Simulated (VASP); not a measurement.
# Al2Cu in VASP: single point with PBEsol

Aim: the single point of Al2Cu with PBEsol.

All numbers are computed with VASP 6.6.1; they aren't measurements. Logs are shortened: lines on timing, memory, paths and dates and some standing lists are left out, and cuts for length are marked.

## 1. The cell of the first run

The typed cell holds 3 atoms: a = 4.049 Å, b = 4.049 Å, c = 4.049 Å, α = 120.00°, β = 120.00°, γ = 90.00°.

## 2. Single point, PBEsol

INCAR reads:

```
  PREC = Accurate
  ENCUT = 520
  EDIFF = 1E-6
  ISMEAR = 0
  SIGMA = 0.15
  LREAL = False
  LASPH = True
  NELM = 60
  ALGO = Fast
  ISIF = 2
  LWAVE = False
  LCHARG = False
  GGA = PS
  NBANDS = 16
```

KPOINTS reads:

```
regular mesh
0
Gamma
  14 14 14
```

POSCAR reads:

```
Al2Cu
1.0
   -2.0246107077      2.0246107077      2.8631594530
    2.0246107077     -2.0246107077      2.8631594530
    2.0246107077      2.0246107077     -2.8631594530
Al Cu
2 1
Direct
    0.7500000000      0.2500000000      0.5000000000
    0.2500000000      0.7500000000      0.5000000000
    0.5000000000      0.5000000000      0.0000000000
```

Potentials or basis: VASP PAW PBE potentials, release 64 (Al, Cu).

On the command line:

```
$ cat potpaw_PBE.64/Al/POTCAR potpaw_PBE.64/Cu/POTCAR > POTCAR
$ mpirun -np 1 vasp_std > vasp.out
```

OUTCAR:

```text
PREC = Accurate
   ENCUT = 520
   EDIFF = 1E-6
   ISMEAR = 0
   LREAL = False
   LASPH = True
   NELM = 60
   ISIF = 2
   GGA = PS

 ion  position               nearest neighbor table
   1  0.750  0.250  0.500-   3 2.48   3 2.48   3 2.48   3 2.48   2 2.86   2 2.86   2 2.86   2 2.86
                             2 2.86   2 2.86
   2  0.250  0.750  0.500-   3 2.48   3 2.48   3 2.48   3 2.48   1 2.86   1 2.86   1 2.86   1 2.86
                             1 2.86   1 2.86
   3  0.500  0.500  0.000-   2 2.48   1 2.48   1 2.48   2 2.48   1 2.48   2 2.48   2 2.48   1 2.48

  LATTYP: Found a body centered tetragonal cell.
 ALAT       =     4.0492214154
 C/A-ratio  =     1.4141777686

  Lattice vectors:

 A1 = (  -2.0246107077,   2.0246107077,   2.8631594530)
 A2 = (   2.0246107077,  -2.0246107077,   2.8631594530)
 A3 = (   2.0246107077,   2.0246107077,  -2.8631594530)

Analysis of symmetry for initial positions (statically):
=====================================================================
 Subroutine PRICEL returns:
 Original cell was already a primitive cell.

 Routine SETGRP: Setting up the symmetry group for a
 body centered tetragonal supercell.

 Subroutine GETGRP returns: Found 16 space group operations
 (whereof 16 operations were pure point group operations)
 out of a pool of 16 trial point group operations.

The static configuration has the point symmetry D_4h.

Analysis of symmetry for dynamics (positions and initial velocities):
=====================================================================
 Subroutine PRICEL returns:
 Original cell was already a primitive cell.

 Routine SETGRP: Setting up the symmetry group for a
 body centered tetragonal supercell.

 Subroutine GETGRP returns: Found 16 space group operations
 (whereof 16 operations were pure point group operations)
 out of a pool of 16 trial point group operations.

The dynamic configuration has the point symmetry D_4h.

 Subroutine INISYM returns: Found 16 space group operations
 (whereof 16 operations are pure point group operations),
 and found     1 'primitive' translations

----------------------------------------------------------------------------------------

                                     Primitive cell

  volume of cell :      46.9449

  direct lattice vectors                    reciprocal lattice vectors
    -2.024610708  2.024610708  2.863159453     0.000000000  0.246961057  0.174632258
     2.024610708 -2.024610708  2.863159453     0.246961057  0.000000000  0.174632258
     2.024610708  2.024610708 -2.863159453     0.246961057  0.246961057  0.000000000

  length of vectors
     4.049170173  4.049170173  4.049170173     0.302466840  0.302466840  0.349255676

  position of ions in fractional coordinates (direct lattice)
     0.750000000  0.250000000  0.500000000
     0.250000000  0.750000000  0.500000000
     0.500000000  0.500000000  0.000000000

  ion indices of the primitive-cell ions
   primitive index   ion index
                 1           1
                 2           2
                 3           3

----------------------------------------------------------------------------------------

 KPOINTS: regular mesh

Automatic generation of k-mesh.
 Grid dimensions read from file:
 generate k-points for:   14   14   14

 Generating k-lattice:

  Cartesian coordinates                     Fractional coordinates (reciprocal lattice)
     0.000000000  0.017640075  0.012473733     0.071428571  0.000000000 -0.000000000
     0.017640075  0.000000000  0.012473733     0.000000000  0.071428571 -0.000000000
     0.017640075  0.017640075  0.000000000     0.000000000  0.000000000  0.071428571

  Length of vectors
     0.021604774  0.021604774  0.024946834

  Shift w.r.t. Gamma in fractional coordinates (k-lattice)
     0.000000000  0.000000000  0.000000000

 Subroutine IBZKPT returns following result:
 ===========================================

 Found    244 irreducible k-points:

 Following reciprocal coordinates:
            Coordinates               Weight
  0.000000  0.000000  0.000000      1.000000
  0.071429  0.000000  0.000000      8.000000
  0.142857  0.000000 -0.000000      8.000000
  0.214286 -0.000000  0.000000      8.000000
  0.285714 -0.000000  0.000000      8.000000
  0.357143  0.000000 -0.000000      8.000000
[... 16 lines left out ...]
  0.214286  0.142857  0.000000     16.000000
  0.285714  0.142857 -0.000000     16.000000
 [... further k-points ...]
   k-points           NKPTS =    244   k-points in BZ     NKDIM =    244   number of bands    NBANDS=     16
   number of dos      NEDOS =    301   number of ions     NIONS =      3
   total plane-waves  NPLWV =  27000
   dimension x,y,z NGX =    30 NGY =   30 NGZ =   30
   dimension x,y,z NGXF=    60 NGYF=   60 NGZF=   60
   ions per type =               2   1
   NGX,Y,Z   is equivalent  to a cutoff of  12.32, 12.32, 12.32 a.u.
   NGXF,Y,Z  is equivalent  to a cutoff of  24.63, 24.63, 24.63 a.u.
 SYSTEM =  unknown system
   PREC   = accura    normal or accurate (medium, high low for compatibility)
   ISTART =      0    job   : 0-new  1-cont  2-samecut
   ICHARG =      2    charge: 1-file 2-atom 10-const
   ISPIN  =      1    spin polarized calculation?
   LNONCOLLINEAR =      F non collinear calculations
   LSORBIT =      F    spin-orbit coupling
   LASPH  =      T    aspherical Exc in radial PAW
   ENCUT  =  520.0 eV  38.22 Ry    6.18 a.u.   7.53  7.53  7.53*2*pi/ulx,y,z
   NELM   =     60;   NELMIN=  2; NELMDL= -5     # of ELM steps
   EDIFF  = 0.1E-05   stopping-criterion for ELM
   LREAL  =      F    real-space projection
   EDIFFG = 0.1E-04   stopping-criterion for IOM
   NSW    =      0    number of steps for IOM
   IBRION =     -1    ionic relax: 0-MD 1-quasi-New 2-CG
   NFREE  =      0    steps in history (QN), initial steepest desc. (CG)
   ISIF   =      2    stress and relaxation
   ISYM   =      2    0-nonsym 1-usesym 2-fastsym
   POTIM  = 0.5000    time-step for ionic-motion
   TEBEG  =    0.0;   TEEND  =   0.0 temperature during run
   PSTRESS=    0.0 pullay stress
   NELECT =      17.0000    total number of electrons
   NUPDOWN=      -1.0000    fix difference up-down
   EMIN   =  10.00;   EMAX   =-10.00  energy-range for DOS
   EFERMI =   0.00;   METHOD = LEGACY
   ISMEAR =     0;   SIGMA  =   0.15  broadening in eV -4-tet -1-fermi 0-gaus
   EFERMI_NEDOS =   21; number of points for ismear=-14 and -15
   IALGO  =     68    algorithm
   IMIX   =      4    mixing-type and parameters
     AMIX     =   0.40;   BMIX     =  1.00
     AMIX_MAG =   1.60;   BMIX_MAG =  1.00
  volume/ion in A,a.u.               =      15.65       105.60
  Fermi-wavevector in a.u.,A,eV,Ry     =   1.166886  2.205094 18.525992  1.361622
  Thomas-Fermi vector in A             =   2.303393
   LORBIT       =      0    0 simple, 1 ext, 2 COOP (PROOUT), +10 PAW based schemes
   GGA     = PS    functional components
   LHFCALC =     F    Hartree Fock is set to
   AEXX    =    0.0000 exact exchange contribution
   IVDW    =     0    specifies the selected vdW correction
   LEPSILON=     F    determine dielectric tensor
   LRPA    =     F    only Hartree local field effects (RPA)
 non-spin polarized calculation
 RMM-DIIS sequential band-by-band and
 Gauss-broadening in eV      SIGMA  =   0.15
  energy-cutoff  :      520.00
  volume of cell :       46.94
 maximum number of plane-waves:      1295
   NGX = 15   NGY = 15   NGZ = 15

 number of electron      17.0000003 magnetization

 Free energy of the ion-electron system (eV)
  ---------------------------------------------------
  ext. energy  EPLUGINS =         0.00000000
  ---------------------------------------------------
  free energy    TOTEN  =       -13.01790238 eV

  energy without entropy =      -13.00746611  energy(sigma->0) =      -13.01268424

 E-fermi :   7.1046     XC(G=0): -10.6350

 val. band max:        7.0891721827   @ k =  -0.2857   0.1429  -0.0000
 cond. band min:       7.1318524576   @ k =   0.1429   0.0000  -0.0000
 fundamental gap:      0.0426802749
 Fermi energy:         7.1046151649

 k-point     1 :       0.0000    0.0000    0.0000
  band No.  band energies     occupation
      1      -3.2027      2.00000
      2       2.4722      2.00000
      3       2.4722      2.00000
      4       2.4722      2.00000
      5       3.0415      2.00000
      6       3.0415      2.00000
[... 8 lines left out ...]
     15      14.1224      0.00000
     16      14.1241      0.00000

 k-point     2 :       0.0714    0.0000    0.0000
  band No.  band energies     occupation
      1      -3.1336      2.00000
      2       2.4499      2.00000
      3       2.4831      2.00000
      4       2.4831      2.00000
      5       3.0386      2.00000
      6       3.0386      2.00000
[... 8 lines left out ...]
     15      13.3636      0.00000
     16      13.9362      0.00000

 k-point     3 :       0.1429    0.0000   -0.0000
  band No.  band energies     occupation
      1      -2.9269      2.00000
      2       2.3817      2.00000
      3       2.5126      2.00000
      4       2.5126      2.00000
      5       3.0325      2.00000
      6       3.0326      2.00000
[... 8 lines left out ...]
     15      13.1418      0.00000
     16      13.6323      0.00000

 k-point     4 :       0.2143   -0.0000    0.0000
  band No.  band energies     occupation
      1      -2.5854      2.00000
      2       2.2594      2.00000
      3       2.5512      2.00000
      4       2.5512      2.00000
      5       3.0307      2.00000
      6       3.0308      2.00000
[... 8 lines left out ...]
     15      12.9771      0.00000
     16      14.4248      0.00000
[... 324 lines left out ...]
 k-point    22 :       0.1429    0.1429    0.0000
  band No.  band energies     occupation
      1      -2.4713      2.00000
      2       2.2523      2.00000
      3       2.5405      2.00000
      4       2.5832      2.00000
      5       2.9802      2.00000
      6       3.0694      2.00000
[... 8 lines left out ...]
     15      14.5621      0.00000
     16      15.8312      0.00000

 k-point    23 :       0.2143    0.1429    0.0000
  band No.  band energies     occupation
      1      -2.0449      2.00000
      2       2.1156      2.00000
      3       2.5497      2.00000
      4       2.6333      2.00000
      5       2.9679      2.00000
      6       3.0892      2.00000
[... 8 lines left out ...]
     15      14.5888      0.00000
     16      16.9652      0.00000

 k-point    24 :       0.2857    0.1429   -0.0000
  band No.  band energies     occupation
      1      -1.4969      2.00000
      2       1.8603      2.00000
      3       2.5506      2.00000
      4       2.6704      2.00000
      5       2.9825      2.00000
      6       3.1046      2.00000
[... 8 lines left out ...]
     15      14.3805      0.00000
     16      17.8290      0.00000

 [... further k-points ...]
[... 5 lines left out ...]
  --------------------------------------------------------------------------------------
  -------------------------------------------------------------------------------------
  Total        0.1764561      0.1764561      0.1772062      0.0000000      0.0000000      0.0000000
  in kB        6.0222473      6.0222473      6.0478493      0.0000000      0.0000000      0.0000000
  external PRESSURE =       6.0307813 kB  Pullay stress =       0.0000000 kB

 VOLUME and BASIS-vectors are now :
 -----------------------------------------------------------------------------
  energy-cutoff  :      520.00
  volume of cell :       46.94
      direct lattice vectors                 reciprocal lattice vectors
    -2.024610708  2.024610708  2.863159453     0.000000000  0.246961057  0.174632258
     2.024610708 -2.024610708  2.863159453     0.246961057  0.000000000  0.174632258
     2.024610708  2.024610708 -2.863159453     0.246961057  0.246961057  0.000000000

 POSITION                                       TOTAL-FORCE (eV/Angst)
 -----------------------------------------------------------------------------------
      0.00000      2.02461      1.43158        -0.000000     -0.000000     -0.000000
      2.02461      0.00000      1.43158        -0.000000      0.000000      0.000000
      0.00000      0.00000      2.86316         0.000000     -0.000000      0.000000
 -----------------------------------------------------------------------------------
    total drift:                                0.000000     -0.000000      0.000000

  FREE ENERGIE OF THE ION-ELECTRON SYSTEM (eV)
  ---------------------------------------------------
  free  energy   TOTEN  =       -13.0179023752 eV

  energy  without entropy=      -13.0074661073  energy(sigma->0) =      -13.01268424
```

It took 7.8 min on 1 thread of Intel Xeon 8259CL, shared host; peak memory 0.31 GiB.

What came out:

```
Free energy            : -13.0179 eV
Pressure               : 0.6 GPa
Band gap on the k mesh : zero (an odd number of electrons rules out a gap without spin polarisation)
```

Caveat: the PAW data sets were made with another functional, which shifts forces and pressure a little.
